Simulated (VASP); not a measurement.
# FeSi (CsCl type) (Pm-3m) in VASP: a series of runs

Runs on FeSi (CsCl type). Level: LDA. Tasks: single point.

Program: VASP 6.6.1. These are calculated values, not measurements. Logs are shortened: lines on timing, memory, paths and dates and some standing lists are left out, and cuts for length are marked.

## Step 1: The cell of the first run

The structure is cubic, space group Pm-3m (No. 221). The conventional cell has a = 2.724 Å, b = 2.724 Å, c = 2.724 Å, α = 90.00°, β = 90.00°, γ = 90.00°. Fe (site symmetry m-3m) has 8 Si at 2.36 Å and 6 Fe at 2.72 Å within 3.1 Å. Si (site symmetry m-3m) has 8 Fe at 2.36 Å and 6 Si at 2.72 Å within 3.1 Å.

## Step 2: Single point, LDA, collinear spin, ferromagnetic start

Contents of INCAR:

```
SYSTEM = FeSi
PREC = Accurate
ENCUT = 520
EDIFF = 1E-7
ISMEAR = -1
SIGMA = 0.08
LREAL = .FALSE.
LASPH = .TRUE.
NELM = 150
ALGO = Normal
ISIF = 2
LWAVE = .FALSE.
LCHARG = .TRUE.
ISPIN = 2
MAGMOM = 2.5 0
LORBIT = 11
LMAXMIX = 4
LELF = .TRUE.
LVHAR = .TRUE.
NBANDS = 17
```

Contents of KPOINTS:

```
Automatic mesh
0
G
  14 14 14
  0 0 0
```

Contents of POSCAR:

```
FeSi
1.0
    2.7240008393      0.0000000000      0.0000000000
    0.0000000000      2.7240008393      0.0000000000
    0.0000000000      0.0000000000      2.7240008393
Fe Si
1 1
Direct
    0.0000000000      0.0000000000      0.0000000000
    0.5000000000      0.5000000000      0.5000000000
```

Potentials or basis: VASP PAW LDA potentials, release 64 (Fe, Si).

On the command line:

```bash
> cat potpaw_LDA.64/Fe/POTCAR potpaw_LDA.64/Si/POTCAR > POTCAR
> mpirun -np 1 vasp_std > vasp.out
```

OUTCAR:

```text
SYSTEM = FeSi
   PREC = Accurate
   ENCUT = 520
   EDIFF = 1E-7
   ISMEAR = -1
   LREAL = .FALSE.
   LASPH = .TRUE.
   NELM = 150
   ISIF = 2
   ISPIN = 2
   LORBIT = 11

 ion  position               nearest neighbor table
   1  0.000  0.000  0.000-   2 2.36   2 2.36   2 2.36   2 2.36   2 2.36   2 2.36   2 2.36   2 2.36

   2  0.500  0.500  0.500-   1 2.36   1 2.36   1 2.36   1 2.36   1 2.36   1 2.36   1 2.36   1 2.36

  LATTYP: Found a simple cubic cell.
 ALAT       =     2.7240008393

  Lattice vectors:

 A1 = (   2.7240008393,   0.0000000000,   0.0000000000)
 A2 = (   0.0000000000,   2.7240008393,   0.0000000000)
 A3 = (   0.0000000000,   0.0000000000,   2.7240008393)

Analysis of symmetry for initial positions (statically):
=====================================================================
 Subroutine PRICEL returns:
 Original cell was already a primitive cell.

 Routine SETGRP: Setting up the symmetry group for a
 simple cubic supercell.

 Subroutine GETGRP returns: Found 48 space group operations
 (whereof 48 operations were pure point group operations)
 out of a pool of 48 trial point group operations.

The static configuration has the point symmetry O_h .

Analysis of symmetry for dynamics (positions and initial velocities):
=====================================================================
 Subroutine PRICEL returns:
 Original cell was already a primitive cell.

 Routine SETGRP: Setting up the symmetry group for a
 simple cubic supercell.

 Subroutine GETGRP returns: Found 48 space group operations
 (whereof 48 operations were pure point group operations)
 out of a pool of 48 trial point group operations.

The dynamic configuration has the point symmetry O_h .

Analysis of structural, dynamic, and magnetic symmetry:
=====================================================================
 Subroutine PRICEL returns:
 Original cell was already a primitive cell.

 Routine SETGRP: Setting up the symmetry group for a
 simple cubic supercell.

 Subroutine GETGRP returns: Found 48 space group operations
 (whereof 48 operations were pure point group operations)
 out of a pool of 48 trial point group operations.

The overall configuration has the point symmetry O_h .

 Subroutine INISYM returns: Found 48 space group operations
 (whereof 48 operations are pure point group operations),
 and found     1 'primitive' translations

----------------------------------------------------------------------------------------

                                     Primitive cell

  volume of cell :      20.2126

  direct lattice vectors                    reciprocal lattice vectors
     2.724000839  0.000000000  0.000000000     0.367107082  0.000000000  0.000000000
     0.000000000  2.724000839  0.000000000     0.000000000  0.367107082  0.000000000
     0.000000000  0.000000000  2.724000839     0.000000000  0.000000000  0.367107082

  length of vectors
     2.724000839  2.724000839  2.724000839     0.367107082  0.367107082  0.367107082

  position of ions in fractional coordinates (direct lattice)
     0.000000000  0.000000000  0.000000000
     0.500000000  0.500000000  0.500000000

  ion indices of the primitive-cell ions
   primitive index   ion index
                 1           1
                 2           2

----------------------------------------------------------------------------------------

 KPOINTS: Automatic mesh

Automatic generation of k-mesh.
 Grid dimensions read from file:
 generate k-points for:   14   14   14

 Generating k-lattice:

  Cartesian coordinates                     Fractional coordinates (reciprocal lattice)
     0.026221934  0.000000000  0.000000000     0.071428571  0.000000000  0.000000000
     0.000000000  0.026221934  0.000000000     0.000000000  0.071428571  0.000000000
     0.000000000  0.000000000  0.026221934     0.000000000  0.000000000  0.071428571

  Length of vectors
     0.026221934  0.026221934  0.026221934

  Shift w.r.t. Gamma in fractional coordinates (k-lattice)
     0.000000000  0.000000000  0.000000000

 Subroutine IBZKPT returns following result:
 ===========================================

 Found    120 irreducible k-points:

 Following reciprocal coordinates:
            Coordinates               Weight
  0.000000  0.000000  0.000000      1.000000
  0.071429  0.000000  0.000000      6.000000
  0.142857  0.000000  0.000000      6.000000
  0.214286  0.000000  0.000000      6.000000
  0.285714  0.000000  0.000000      6.000000
  0.357143  0.000000  0.000000      6.000000
[... 16 lines left out ...]
  0.285714  0.214286  0.000000     24.000000
  0.357143  0.214286  0.000000     24.000000
 [... further k-points ...]
   k-points           NKPTS =    120   k-points in BZ     NKDIM =    120   number of bands    NBANDS=     17
   number of dos      NEDOS =    301   number of ions     NIONS =      2
   total plane-waves  NPLWV =   8000
   dimension x,y,z NGX =    20 NGY =   20 NGZ =   20
   dimension x,y,z NGXF=    40 NGYF=   40 NGZF=   40
   ions per type =               1   1
   NGX,Y,Z   is equivalent  to a cutoff of  12.21, 12.21, 12.21 a.u.
   NGXF,Y,Z  is equivalent  to a cutoff of  24.41, 24.41, 24.41 a.u.
 SYSTEM =  FeSi
   PREC   = accura    normal or accurate (medium, high low for compatibility)
   ISTART =      0    job   : 0-new  1-cont  2-samecut
   ICHARG =      2    charge: 1-file 2-atom 10-const
   ISPIN  =      2    spin polarized calculation?
   LNONCOLLINEAR =      F non collinear calculations
   LSORBIT =      F    spin-orbit coupling
   LASPH  =      T    aspherical Exc in radial PAW
   ENCUT  =  520.0 eV  38.22 Ry    6.18 a.u.   5.06  5.06  5.06*2*pi/ulx,y,z
   NELM   =    150;   NELMIN=  2; NELMDL= -5     # of ELM steps
   EDIFF  = 0.1E-06   stopping-criterion for ELM
   LREAL  =      F    real-space projection
   EDIFFG = 0.1E-05   stopping-criterion for IOM
   NSW    =      0    number of steps for IOM
   IBRION =     -1    ionic relax: 0-MD 1-quasi-New 2-CG
   NFREE  =      0    steps in history (QN), initial steepest desc. (CG)
   ISIF   =      2    stress and relaxation
   ISYM   =      2    0-nonsym 1-usesym 2-fastsym
   POTIM  = 0.5000    time-step for ionic-motion
   TEBEG  =    0.0;   TEEND  =   0.0 temperature during run
   PSTRESS=    0.0 pullay stress
   NELECT =      12.0000    total number of electrons
   NUPDOWN=      -1.0000    fix difference up-down
   EMIN   =  10.00;   EMAX   =-10.00  energy-range for DOS
   EFERMI =   0.00;   METHOD = LEGACY
   ISMEAR =    -1;   SIGMA  =   0.08  broadening in eV -4-tet -1-fermi 0-gaus
   EFERMI_NEDOS =   21; number of points for ismear=-14 and -15
   IALGO  =     38    algorithm
   IMIX   =      4    mixing-type and parameters
     AMIX     =   0.40;   BMIX     =  1.00
     AMIX_MAG =   1.60;   BMIX_MAG =  1.00
  volume/ion in A,a.u.               =      10.11        68.20
  Fermi-wavevector in a.u.,A,eV,Ry     =   1.375925  2.600121 25.758126  1.893169
  Thomas-Fermi vector in A             =   2.501216
   LORBIT       =     11    0 simple, 1 ext, 2 COOP (PROOUT), +10 PAW based schemes
   GGA     = CA    functional components
   LHFCALC =     F    Hartree Fock is set to
   AEXX    =    0.0000 exact exchange contribution
   IVDW    =     0    specifies the selected vdW correction
   LEPSILON=     F    determine dielectric tensor
   LRPA    =     F    only Hartree local field effects (RPA)
 spin polarized calculation
  energy-cutoff  :      520.00
  volume of cell :       20.21
 maximum number of plane-waves:       555
   NGX = 11   NGY = 11   NGZ = 11

 number of electron      11.9999991 magnetization       0.0001344

 number of electron      11.9999991 magnetization      -0.0001388

 Free energy of the ion-electron system (eV)
  ---------------------------------------------------
  ext. energy  EPLUGINS =         0.00000000
  ---------------------------------------------------
  free energy    TOTEN  =       -16.64383720 eV

  energy without entropy =      -16.63209332  energy(sigma->0) =      -16.63796526

 E-fermi :  11.4587     XC(G=0): -13.4206

 val. band max:       11.3566873706   @ k =   0.5000   0.5000   0.2857
 cond. band min:      11.5029196922   @ k =   0.5000   0.3571   0.3571
 fundamental gap:      0.1462323216
 Fermi energy:        11.4587337841

 spin component 1

 k-point     1 :       0.0000    0.0000    0.0000
  band No.  band energies     occupation
      1      -2.9981      1.00000
      2       7.4624      1.00000
      3       7.4624      1.00000
      4      10.6666      0.99995
      5      10.6666      0.99995
      6      10.6666      0.99995
[... 9 lines left out ...]
     16      35.6516      0.00000
     17      35.6516      0.00000

 k-point     2 :       0.0714    0.0000    0.0000
  band No.  band energies     occupation
      1      -2.8943      1.00000
      2       7.4064      1.00000
      3       7.5041      1.00000
      4      10.5448      0.99999
      5      10.5448      0.99999
      6      10.6765      0.99994
[... 9 lines left out ...]
     16      34.5750      0.00000
     17      36.2012      0.00000

 k-point     3 :       0.1429    0.0000    0.0000
  band No.  band energies     occupation
      1      -2.5849      1.00000
      2       7.1785      1.00000
      3       7.6237      1.00000
      4      10.2439      1.00000
      5      10.2439      1.00000
      6      10.7045      0.99992
[... 392 lines left out ...]
 k-point    23 :       0.2857    0.2143    0.0000
  band No.  band energies     occupation
      1      -0.5526      1.00000
      2       6.2201      1.00000
      3       7.3610      1.00000
      4       9.0518      1.00000
      5       9.6704      1.00000
      6      10.2225      1.00000
[... 9 lines left out ...]
     16      30.8066      0.00000
     17      35.0370      0.00000

 k-point    24 :       0.3571    0.2143    0.0000
  band No.  band energies     occupation
      1       0.2402      1.00000
      2       5.1400      1.00000
      3       7.6701      1.00000
      4       8.9116      1.00000
      5       9.4506      1.00000
      6      10.2668      1.00000
[... 9 lines left out ...]
     16      32.0587      0.00000
     17      34.9820      0.00000

 [... further k-points ...]

 spin component 2

 k-point     1 :       0.0000    0.0000    0.0000
  band No.  band energies     occupation
      1      -2.9981      1.00000
      2       7.4624      1.00000
      3       7.4624      1.00000
      4      10.6665      0.99995
      5      10.6665      0.99995
      6      10.6665      0.99995
[... 9 lines left out ...]
     16      35.6516      0.00000
     17      35.6516      0.00000

 k-point     2 :       0.0714    0.0000    0.0000
  band No.  band energies     occupation
      1      -2.8942      1.00000
      2       7.4063      1.00000
      3       7.5041      1.00000
      4      10.5447      0.99999
      5      10.5447      0.99999
      6      10.6764      0.99994
[... 9 lines left out ...]
     16      34.5750      0.00000
     17      36.2010      0.00000

 k-point     3 :       0.1429    0.0000    0.0000
  band No.  band energies     occupation
      1      -2.5849      1.00000
      2       7.1784      1.00000
      3       7.6236      1.00000
      4      10.2438      1.00000
      5      10.2438      1.00000
      6      10.7044      0.99992
[... 392 lines left out ...]
 k-point    23 :       0.2857    0.2143    0.0000
  band No.  band energies     occupation
      1      -0.5525      1.00000
      2       6.2201      1.00000
      3       7.3609      1.00000
      4       9.0517      1.00000
      5       9.6703      1.00000
      6      10.2224      1.00000
[... 9 lines left out ...]
     16      30.8067      0.00000
     17      35.0370      0.00000

 k-point    24 :       0.3571    0.2143    0.0000
  band No.  band energies     occupation
      1       0.2402      1.00000
      2       5.1400      1.00000
      3       7.6701      1.00000
      4       8.9116      1.00000
      5       9.4505      1.00000
      6      10.2667      1.00000
[... 9 lines left out ...]
     16      32.0587      0.00000
     17      34.9820      0.00000

 [... further k-points ...]
[... 5 lines left out ...]
  --------------------------------------------------------------------------------------
  -------------------------------------------------------------------------------------
  Total       -0.4607438     -0.4607438     -0.4607438     -0.0000000      0.0000000     -0.0000000
  in kB      -36.5214833    -36.5214833    -36.5214833     -0.0000000      0.0000000     -0.0000000
  external PRESSURE =     -36.5214833 kB  Pullay stress =       0.0000000 kB

 VOLUME and BASIS-vectors are now :
 -----------------------------------------------------------------------------
  energy-cutoff  :      520.00
  volume of cell :       20.21
      direct lattice vectors                 reciprocal lattice vectors
     2.724000839  0.000000000  0.000000000     0.367107082  0.000000000  0.000000000
     0.000000000  2.724000839  0.000000000     0.000000000  0.367107082  0.000000000
     0.000000000  0.000000000  2.724000839     0.000000000  0.000000000  0.367107082

 POSITION                                       TOTAL-FORCE (eV/Angst)
 -----------------------------------------------------------------------------------
      0.00000      0.00000      0.00000         0.000000      0.000000      0.000000
      1.36200      1.36200      1.36200         0.000000      0.000000      0.000000
 -----------------------------------------------------------------------------------
    total drift:                               -0.000000      0.000000     -0.000000

  FREE ENERGIE OF THE ION-ELECTRON SYSTEM (eV)
  ---------------------------------------------------
  free  energy   TOTEN  =       -16.6438371954 eV

  energy  without entropy=      -16.6320933173  energy(sigma->0) =      -16.63796526

 total charge

# of ion       s       p       d       tot
------------------------------------------
    1        0.464   0.680   6.735   7.879
    2        0.710   0.922   0.000   1.633
--------------------------------------------------
tot          1.175   1.603   6.735   9.512

 magnetization (x)

# of ion       s       p       d       tot
------------------------------------------
    1        0.000   0.000  -0.000  -0.000
    2        0.000   0.000   0.000   0.000
--------------------------------------------------
tot          0.000   0.000  -0.000  -0.000
```

Wall time 32 s (1 thread of AMD EPYC 9R45 (Zen 5), shared host); peak memory 0.14 GiB.

What came out:

- Free energy: -16.6438 eV
- Pressure: -3.7 GPa
- Band gap on the k mesh: zero (filled and empty bands overlap)
- Net moment: 0.00 μB per cell
- Valence electrons inside the program's atomic spheres: Fe 7.88; Si 1.63

Caveat: the starting moments collapsed, and a magnetic state may lie lower.

## Step 3: Single point, LDA, collinear spin, ferromagnetic start

Contents of INCAR:

```
ALGO = Normal
EDIFF = 1E-6
ENCUT = 520
GGA = CA
ISIF = 2
ISMEAR = -1
ISPIN = 2
LASPH = T
LCHARG = F
LMAXMIX = 4
LORBIT = 11
LREAL = F
LWAVE = F
MAGMOM = 2.5 0
NBANDS = 17
NELM = 150
PREC = Accurate
SIGMA = 0.08
```

Contents of KPOINTS:

```
k-points
0
Gamma
  14 14 14
```

POSCAR is that of step 2.

Potentials or basis: VASP PAW LDA potentials, release 64 (Fe, Si).

On the command line:

```bash
> cat potpaw_LDA.64/Fe/POTCAR potpaw_LDA.64/Si/POTCAR > POTCAR
> mpirun -np 1 vasp_std > vasp.out
```

OUTCAR:

```text
EDIFF = 1E-6
   ENCUT = 520
   GGA = CA
   ISIF = 2
   ISMEAR = -1
   ISPIN = 2
   LASPH = T
   LORBIT = 11
   LREAL = F
   NELM = 150
   PREC = Accurate

 ion  position               nearest neighbor table
   1  0.000  0.000  0.000-   2 2.36   2 2.36   2 2.36   2 2.36   2 2.36   2 2.36   2 2.36   2 2.36

   2  0.500  0.500  0.500-   1 2.36   1 2.36   1 2.36   1 2.36   1 2.36   1 2.36   1 2.36   1 2.36

  LATTYP: Found a simple cubic cell.
 ALAT       =     2.7240008393

  Lattice vectors:

 A1 = (   2.7240008393,   0.0000000000,   0.0000000000)
 A2 = (   0.0000000000,   2.7240008393,   0.0000000000)
[... 1175 lines left out ...]

 VOLUME and BASIS-vectors are now :
 -----------------------------------------------------------------------------
  energy-cutoff  :      520.00
  volume of cell :       20.21
      direct lattice vectors                 reciprocal lattice vectors
     2.724000839  0.000000000  0.000000000     0.367107082  0.000000000  0.000000000
     0.000000000  2.724000839  0.000000000     0.000000000  0.367107082  0.000000000
     0.000000000  0.000000000  2.724000839     0.000000000  0.000000000  0.367107082

 POSITION                                       TOTAL-FORCE (eV/Angst)
 -----------------------------------------------------------------------------------
      0.00000      0.00000      0.00000         0.000000      0.000000      0.000000
      1.36200      1.36200      1.36200         0.000000      0.000000      0.000000
 -----------------------------------------------------------------------------------
    total drift:                               -0.000000      0.000000     -0.000000

  FREE ENERGIE OF THE ION-ELECTRON SYSTEM (eV)
  ---------------------------------------------------
  free  energy   TOTEN  =       -16.6438372589 eV

  energy  without entropy=      -16.6320909178  energy(sigma->0) =      -16.63796409

 total charge

# of ion       s       p       d       tot
------------------------------------------
    1        0.464   0.680   6.735   7.879
    2        0.710   0.922   0.000   1.633
--------------------------------------------------
tot          1.174   1.602   6.735   9.512

 magnetization (x)

# of ion       s       p       d       tot
------------------------------------------
    1       -0.000   0.000   0.000   0.000
    2       -0.000  -0.000   0.000  -0.000
--------------------------------------------------
tot         -0.000  -0.000   0.000   0.000
```

Wall time 29 s (1 thread of AMD EPYC 9R45 (Zen 5), shared host); peak memory 0.14 GiB.

Results:

```yaml
Free_energy: -16.6438 eV
Pressure: -3.6 GPa
Band_gap_on_the_k_mesh: zero (filled and empty bands overlap)
Net_moment: 0.00 μB per cell
Valence_electrons_inside_the_program's_atomic_spheres: Fe 7.88; Si 1.63
```

Caveat: the starting moments collapsed, and a magnetic state may lie lower.
